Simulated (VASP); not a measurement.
# GeSb2Te4 (R3m) in VASP: a series of runs

Runs on GeSb2Te4. Level: PBE. Tasks: single point.

Program: VASP 6.6.1. These are calculated values, not measurements. Logs are shortened: lines on timing, memory, paths and dates and some standing lists are left out, and cuts for length are marked.

## (1) The cell of the first run

It takes space group R3m (No. 160, trigonal). Conventional cell: a = 4.298 Å, b = 4.298 Å, c = 45.391 Å, α = 90.00°, β = 90.00°, γ = 120.00°. Within 3.8 Å of Ge (site symmetry 3m) lie 3 Te at 2.85 Å. Sb (site symmetry 3m) has 6 Te at 3.01 to 3.22 Å within 4.0 Å. Within 4.0 Å of Sb (site symmetry 3m) lie 6 Te at 3.03 to 3.17 Å. Within 4.0 Å of Te (site symmetry 3m) lie 3 Ge at 2.85 Å and 3 Te at 3.92 Å. Te (site symmetry 3m) has 3 Sb at 3.01 Å and 3 Te at 3.92 Å within 4.0 Å. Within 4.6 Å of Te (site symmetry 3m) lie 6 Sb at 3.17 to 3.22 Å and 12 Te at 4.30 to 4.50 Å. Te (site symmetry 3m) has 3 Sb at 3.03 Å and 3 Ge at 4.05 Å within 4.1 Å.

## (2) Single point, PBE (the distance across one plane changed)

Contents of INCAR:

```
SYSTEM = GeSb2Te4
ALGO = Normal
EDIFF = 1E-6
ENCUT = 520
GGA = PE
ISIF = 2
ISMEAR = 0
ISYM = 0
LASPH = .TRUE.
LCHARG = .FALSE.
LREAL = .FALSE.
LWAVE = .FALSE.
NBANDS = 33
NELM = 60
PREC = Accurate
SIGMA = 0.03
```

Contents of KPOINTS:

```
k-points
0
G
  9 9 3
  0 0 0
```

Contents of POSCAR:

```
GeSb2Te4
1.0
   -4.2977010893      0.0000000000      0.0000000000
   -2.1488505447     -3.7219183212      0.0000000000
    2.1488505447      1.2406394404     15.1302728042
Ge Sb Te
1 2 4
Direct
    0.5509470792      0.5509470792      0.8611912376
    0.4152243746      0.4152243746      0.4540231239
    0.9932673220      0.9932673220      0.1881519661
    0.8532344796      0.8532344796      0.7680534389
    0.1195714838      0.1195714838      0.5670644514
    0.7034292851      0.7034292851      0.3186378552
    0.2881323199      0.2881323199      0.0727469597
```

Potentials or basis: VASP PAW PBE potentials, release 64 (Ge_d, Sb, Te).

The run is started by

```sh
cat potpaw_PBE.64/Ge_d/POTCAR potpaw_PBE.64/Sb/POTCAR potpaw_PBE.64/Te/POTCAR > POTCAR
mpirun -np 1 vasp_std > vasp.out
```

OUTCAR:

```text
SYSTEM = GeSb2Te4
   EDIFF = 1E-6
   ENCUT = 520
   GGA = PE
   ISIF = 2
   ISMEAR = 0
   ISYM = 0
   LASPH = .TRUE.
   LREAL = .FALSE.
   NELM = 60
   PREC = Accurate

 ion  position               nearest neighbor table
   1  0.551  0.551  0.861-   4 2.85   4 2.85   4 2.85
   2  0.415  0.415  0.454-   5 3.01   5 3.01   5 3.01   6 3.22   6 3.22   6 3.22
   3  0.993  0.993  0.188-   7 3.03   7 3.03   7 3.03   6 3.17   6 3.17   6 3.17
   4  0.853  0.853  0.768-   1 2.85   1 2.85   1 2.85
   5  0.120  0.120  0.567-   2 3.01   2 3.01   2 3.01
   6  0.703  0.703  0.319-   3 3.17   3 3.17   3 3.17   2 3.22   2 3.22   2 3.22
   7  0.288  0.288  0.073-   3 3.03   3 3.03   3 3.03

IMPORTANT INFORMATION: All symmetrisations will be switched off!
NOSYMM: (Re-)initialisation of all symmetry stuff for point group C_1.

----------------------------------------------------------------------------------------

                                     Primitive cell

  volume of cell :     242.0192

  direct lattice vectors                    reciprocal lattice vectors
    -4.297701089  0.000000000  0.000000000    -0.232682539  0.134339326  0.022030887
    -2.148850545 -3.721918321  0.000000000     0.000000000 -0.268678653  0.022030887
     2.148850545  1.240639440 15.130272804     0.000000000  0.000000000  0.066092662

  length of vectors
     4.297701089  4.297701089 15.332380768     0.269580375  0.269580375  0.066092662

  position of ions in fractional coordinates (direct lattice)
     0.550947079  0.550947079  0.861191238
     0.415224375  0.415224375  0.454023124
     0.993267322  0.993267322  0.188151966
     0.853234480  0.853234480  0.768053439
     0.119571484  0.119571484  0.567064451
     0.703429285  0.703429285  0.318637855
     0.288132320  0.288132320  0.072746960

  ion indices of the primitive-cell ions
   primitive index   ion index
                 1           1
                 2           2
                 3           3
                 4           4
                 5           5
                 6           6
                 7           7

----------------------------------------------------------------------------------------

 KPOINTS: k-points

Automatic generation of k-mesh.
 Grid dimensions read from file:
 generate k-points for:    9    9    3

 Generating k-lattice:

  Cartesian coordinates                     Fractional coordinates (reciprocal lattice)
    -0.025853615  0.014926592  0.002447876     0.111111111  0.000000000 -0.000000000
     0.000000000 -0.029853184  0.002447876     0.000000000  0.111111111 -0.000000000
     0.000000000  0.000000000  0.022030887     0.000000000  0.000000000  0.333333333

  Length of vectors
     0.029953375  0.029953375  0.022030887

  Shift w.r.t. Gamma in fractional coordinates (k-lattice)
     0.000000000  0.000000000  0.000000000

 -----------------------------------------------------------------------------
|                                                                             |
|           W    W    AA    RRRRR   N    N  II  N    N   GGGG   !!!           |
|           W    W   A  A   R    R  NN   N  II  NN   N  G    G  !!!           |
|           W    W  A    A  R    R  N N  N  II  N N  N  G       !!!           |
|           W WW W  AAAAAA  RRRRR   N  N N  II  N  N N  G  GGG   !            |
|           WW  WW  A    A  R   R   N   NN  II  N   NN  G    G                |
|           W    W  A    A  R    R  N    N  II  N    N   GGGG   !!!           |
|                                                                             |
|     Your reciprocal lattice and k-lattice belong to different lattice       |
|     classes:                                                                |
|                                                                             |
|        The reciprocal lattice is rhombohedral (trigonal),                   |
|        whereas your k-lattice is base-centered monoclinic.                  |
|                                                                             |
|     Results are often still useful ...                                      |
|                                                                             |
 -----------------------------------------------------------------------------

 WARNING: IBZKPT: internal override: KBLOWUP is changed to .FALSE.
      ... skipping the blow-up phase ...

 Subroutine IBZKPT returns following result:
 ===========================================

 Found    122 irreducible k-points:

 Following reciprocal coordinates:
            Coordinates               Weight
  0.000000  0.000000  0.000000      1.000000
  0.111111  0.000000 -0.000000      2.000000
  0.222222  0.000000  0.000000      2.000000
  0.333333 -0.000000  0.000000      2.000000
  0.444444  0.000000  0.000000      2.000000
  0.000000  0.111111 -0.000000      2.000000
[... 16 lines left out ...]
 -0.111111  0.222222  0.000000      2.000000
  0.000000  0.333333 -0.000000      2.000000
 [... further k-points ...]
   k-points           NKPTS =    122   k-points in BZ     NKDIM =    122   number of bands    NBANDS=     33
   number of dos      NEDOS =    301   number of ions     NIONS =      7
   total plane-waves  NPLWV = 122880
   dimension x,y,z NGX =    32 NGY =   32 NGZ =  120
   dimension x,y,z NGXF=    64 NGYF=   64 NGZF=  240
   ions per type =               1   2   4
   NGX,Y,Z   is equivalent  to a cutoff of  12.38, 12.38, 13.01 a.u.
   NGXF,Y,Z  is equivalent  to a cutoff of  24.76, 24.76, 26.02 a.u.
 SYSTEM =  GeSb2Te4
   PREC   = accura    normal or accurate (medium, high low for compatibility)
   ISTART =      0    job   : 0-new  1-cont  2-samecut
   ICHARG =      2    charge: 1-file 2-atom 10-const
   ISPIN  =      1    spin polarized calculation?
   LNONCOLLINEAR =      F non collinear calculations
   LSORBIT =      F    spin-orbit coupling
   LASPH  =      T    aspherical Exc in radial PAW
   ENCUT  =  520.0 eV  38.22 Ry    6.18 a.u.   7.99  7.99 28.51*2*pi/ulx,y,z
   NELM   =     60;   NELMIN=  2; NELMDL= -5     # of ELM steps
   EDIFF  = 0.1E-05   stopping-criterion for ELM
   LREAL  =      F    real-space projection
   EDIFFG = 0.1E-04   stopping-criterion for IOM
   NSW    =      0    number of steps for IOM
   IBRION =     -1    ionic relax: 0-MD 1-quasi-New 2-CG
   NFREE  =      0    steps in history (QN), initial steepest desc. (CG)
   ISIF   =      2    stress and relaxation
   ISYM   =      0    0-nonsym 1-usesym 2-fastsym
   POTIM  = 0.5000    time-step for ionic-motion
   TEBEG  =    0.0;   TEEND  =   0.0 temperature during run
   PSTRESS=    0.0 pullay stress
   NELECT =      48.0000    total number of electrons
   NUPDOWN=      -1.0000    fix difference up-down
   EMIN   =  10.00;   EMAX   =-10.00  energy-range for DOS
   EFERMI =   0.00;   METHOD = LEGACY
   ISMEAR =     0;   SIGMA  =   0.03  broadening in eV -4-tet -1-fermi 0-gaus
   EFERMI_NEDOS =   21; number of points for ismear=-14 and -15
   IALGO  =     38    algorithm
   IMIX   =      4    mixing-type and parameters
     AMIX     =   0.40;   BMIX     =  1.00
     AMIX_MAG =   1.60;   BMIX_MAG =  1.00
  volume/ion in A,a.u.               =      34.57       233.32
  Fermi-wavevector in a.u.,A,eV,Ry     =   0.954711  1.804142 12.401347  0.911473
  Thomas-Fermi vector in A             =   2.083483
   LORBIT       =      0    0 simple, 1 ext, 2 COOP (PROOUT), +10 PAW based schemes
   GGA     = PE    functional components
   LHFCALC =     F    Hartree Fock is set to
   AEXX    =    0.0000 exact exchange contribution
   IVDW    =     0    specifies the selected vdW correction
   LEPSILON=     F    determine dielectric tensor
   LRPA    =     F    only Hartree local field effects (RPA)
 non-spin polarized calculation
 Gauss-broadening in eV      SIGMA  =   0.03
  energy-cutoff  :      520.00
  volume of cell :      242.02
 maximum number of plane-waves:      6548
   NGX = 15   NGY = 15   NGZ = 57

 number of electron      47.9999998 magnetization

 Free energy of the ion-electron system (eV)
  ---------------------------------------------------
  ext. energy  EPLUGINS =         0.00000000
  ---------------------------------------------------
  free energy    TOTEN  =       -25.95904651 eV

  energy without entropy =      -25.95904651  energy(sigma->0) =      -25.95904651

 E-fermi :   5.2895     XC(G=0):  -8.8142

 val. band max:        5.1242557895   @ k =   0.0000   0.0000   0.3333
 cond. band min:       5.5551362657   @ k =   0.0000   0.0000   0.0000
 fundamental gap:      0.4308804762
 Fermi energy:         5.2895229409

 k-point     1 :       0.0000    0.0000    0.0000
  band No.  band energies     occupation
      1     -19.6711      2.00000
      2     -19.6710      2.00000
      3     -19.6605      2.00000
      4     -19.6605      2.00000
      5     -19.6570      2.00000
      6      -7.7898      2.00000
[... 25 lines left out ...]
     32       7.2716      0.00000
     33       7.2717      0.00000

 k-point     2 :       0.1111    0.0000   -0.0000
  band No.  band energies     occupation
      1     -19.6712      2.00000
      2     -19.6708      2.00000
      3     -19.6607      2.00000
      4     -19.6605      2.00000
      5     -19.6568      2.00000
      6      -7.6812      2.00000
[... 25 lines left out ...]
     32       7.4404      0.00000
     33       7.5450      0.00000

 k-point     3 :       0.2222    0.0000    0.0000
  band No.  band energies     occupation
      1     -19.6716      2.00000
      2     -19.6702      2.00000
      3     -19.6610      2.00000
      4     -19.6605      2.00000
      5     -19.6564      2.00000
      6      -7.3633      2.00000
[... 25 lines left out ...]
     32       7.9587      0.00000
     33       8.2153      0.00000

 k-point     4 :       0.3333   -0.0000    0.0000
  band No.  band energies     occupation
      1     -19.6721      2.00000
      2     -19.6695      2.00000
      3     -19.6614      2.00000
      4     -19.6605      2.00000
      5     -19.6559      2.00000
      6      -6.8680      2.00000
[... 25 lines left out ...]
     32       8.3465      0.00000
     33       8.4531      0.00000

 k-point     5 :       0.4444    0.0000    0.0000
  band No.  band energies     occupation
      1     -19.6725      2.00000
      2     -19.6690      2.00000
      3     -19.6616      2.00000
      4     -19.6605      2.00000
      5     -19.6556      2.00000
      6      -6.2940      2.00000
[... 604 lines left out ...]
 k-point    22 :      -0.2222    0.2222   -0.0000
  band No.  band energies     occupation
      1     -19.6720      2.00000
      2     -19.6696      2.00000
      3     -19.6613      2.00000
      4     -19.6607      2.00000
      5     -19.6557      2.00000
      6      -6.5906      2.00000
[... 25 lines left out ...]
     32       8.7330      0.00000
     33       8.9342      0.00000

 k-point    23 :      -0.1111    0.2222    0.0000
  band No.  band energies     occupation
      1     -19.6718      2.00000
      2     -19.6698      2.00000
      3     -19.6612      2.00000
      4     -19.6606      2.00000
      5     -19.6561      2.00000
      6      -7.0592      2.00000
[... 25 lines left out ...]
     32       8.1939      0.00000
     33       8.7148      0.00000

 k-point    24 :       0.0000    0.3333   -0.0000
  band No.  band energies     occupation
      1     -19.6721      2.00000
      2     -19.6695      2.00000
      3     -19.6614      2.00000
      4     -19.6605      2.00000
      5     -19.6559      2.00000
      6      -6.8680      2.00000
[... 25 lines left out ...]
     32       8.3465      0.00000
     33       8.4531      0.00000

 [... further k-points ...]

------------------------ aborting loop because EDIFF is reached ----------------------------------------

  FORCE on cell =-STRESS in cart. coord.  units (eV):
  Direction    XX          YY          ZZ          XY          YZ          ZX
  --------------------------------------------------------------------------------------
  -------------------------------------------------------------------------------------
  Total       -0.7193452     -0.7181133     -0.8580301     -0.0010634     -0.0002029     -0.0003464
  in kB       -4.7620955     -4.7539407     -5.6801956     -0.0070399     -0.0013429     -0.0022930
  external PRESSURE =      -5.0654106 kB  Pullay stress =       0.0000000 kB

 VOLUME and BASIS-vectors are now :
 -----------------------------------------------------------------------------
  energy-cutoff  :      520.00
  volume of cell :      242.02
      direct lattice vectors                 reciprocal lattice vectors
    -4.297701089  0.000000000  0.000000000    -0.232682539  0.134339326  0.022030887
    -2.148850545 -3.721918321  0.000000000     0.000000000 -0.268678653  0.022030887
     2.148850545  1.240639440 15.130272804     0.000000000  0.000000000  0.066092662

 POSITION                                       TOTAL-FORCE (eV/Angst)
 -----------------------------------------------------------------------------------
     -1.70114     -0.98215     13.03006         0.000084      0.000049      0.184960
     -1.70114     -0.98215      6.86949        -0.000078     -0.000045     -0.082090
     -5.99884     -3.46343      2.84679         0.000053      0.000031     -0.162814
     -3.84999     -2.22279     11.62086        -0.000007     -0.000004     -0.000195
      0.44771      0.25849      8.57984        -0.000001     -0.000001     -0.010413
     -3.84999     -2.22279      4.82108        -0.000020     -0.000012      0.066155
     -1.70114     -0.98215      1.10068        -0.000031     -0.000018      0.004397
 -----------------------------------------------------------------------------------
    total drift:                                0.000105      0.000060     -0.002329

  FREE ENERGIE OF THE ION-ELECTRON SYSTEM (eV)
  ---------------------------------------------------
  free  energy   TOTEN  =       -25.9590465148 eV

  energy  without entropy=      -25.9590465148  energy(sigma->0) =      -25.95904651
```

Run time: 12 min. Hardware: 1 thread of Oxide Virtual Turin-like, shared host; peak memory 0.94 GiB.

What came out:

```yaml
Free_energy: -25.9590 eV
Pressure: -0.5 GPa
Largest_force: 0.185 eV/Å
Band_gap_on_the_k_mesh: 0.43 eV
```

Forces in eV/Å, atoms in the order of the input:
```
Ge   0.000  0.000  0.185
Sb   0.000  0.000 -0.082
Sb   0.000  0.000 -0.163
Te   0.000  0.000  0.000
Te   0.000  0.000 -0.010
Te   0.000  0.000  0.066
Te   0.000  0.000  0.004
```

Levels at points of the mesh, in eV from the valence-band top:
```
           k point  band 22  band 23  band 24  band 25  band 26  band 27
(0.00, 0.00, 0.00)    -1.08    -0.98    -0.05     0.43     0.68     0.68
```

Caveat: the cell differs from its parent crystal (the distance across one plane changed); semilocal functionals underestimate gaps, and a narrow one can read as zero; spin-orbit coupling is left out, which moves the levels of the heavy elements. A k mesh can miss the band edges.

[end of part 1 of 2]
